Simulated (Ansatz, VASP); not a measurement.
# One calculation of Te2Mo, two programs

Contents of POSCAR:

```
Te2Mo
1.0
    1.7734078919      1.0238775238      7.1041367115
   -1.7734078919      1.0238775238      7.1041367115
    0.0000000000     -2.0477550476      7.1041367115
Mo Te
1 2
Direct
   -0.0000368534     -0.0000368534     -0.0000368534
    0.4174226661      0.4174226661      0.4174226661
    0.2492808540      0.2492808540      0.2492808540
```

File INCAR.step1:

```
  ALGO = Normal
  EDIFF = 1E-4
  ENCUT = 520
  GGA = PE
  ISMEAR = 0
  LASPH = T
  LCHARG = F
  LREAL = F
  LWAVE = T
  NBANDS = 20
  NELM = 60
  PREC = Accurate
  SIGMA = 0.01
```

File INCAR.step2:

```
  ALGO = Normal
  EDIFF = 1E-6
  ENCUT = 520
  ISIF = 2
  ISMEAR = 0
  ISTART = 1
  LASPH = T
  LCHARG = T
  LELF = T
  LMIXTAU = T
  LREAL = F
  LVHAR = T
  LWAVE = F
  METAGGA = R2SCAN
  NBANDS = 20
  NELM = 60
  PREC = Accurate
  SIGMA = 0.01
```

KPOINTS

```
k-points
0
Gamma
  6 6 6
```

Input for Ansatz:

```yaml
crystal:
  lattice:
    - [1.7734078919, 1.0238775238, 7.1041367115]
    - [-1.7734078919, 1.0238775238, 7.1041367115]
    - [0.0, -2.0477550476, 7.1041367115]
  atoms:
    - { symbol: Mo, position: [-3.68534e-05, -3.68534e-05, -3.68534e-05] }
    - { symbol: Te, position: [0.4174226661, 0.4174226661, 0.4174226661] }
    - { symbol: Te, position: [0.249280854, 0.249280854, 0.249280854] }
kpoints:
  mp_grid: { grid: [6, 6, 6] }
hamiltonian:
  xc: r2scan
scf:
  occupations: { method: fixed }
  n_extra_bands: 4
output:
  forces: true
  stress: true
  eigenvalues: true
```

Alike in both runs: task single point; functional r2SCAN; k mesh 6 × 6 × 6; no spin polarisation.

|  | VASP | Ansatz |
| --- | --- | --- |
| version | VASP 6.6.1 | Ansatz 0.2.0 |
| potentials or method | VASP PAW PBE potentials, release 64 (Mo_sv, Te) | plane waves |
| plane-wave cutoff (eV) | 520 | 500 |
| occupations | gaussian, width 0.01 eV | fixed |
| valence electrons in the cell | 26 | 46 |

```tsv
	VASP	Ansatz	Ansatz less VASP
gap on the k mesh at the Fermi level (eV)	0.97	0.98	+0.010
pressure (GPa)	1.3	1.2	-0.12
rms of the force components (eV/Å)	0.001	0.012	+0.0110
```

VASP's potentials were made for PBE, not for r2SCAN. Atom by atom the forces differ by 0.012 eV/Å (rms over components). VASP's potentials hold 26 valence electrons a cell and Ansatz's 46, so a difference there can come from the potentials and not from the codes.

Neither program's run includes spin-orbit coupling.
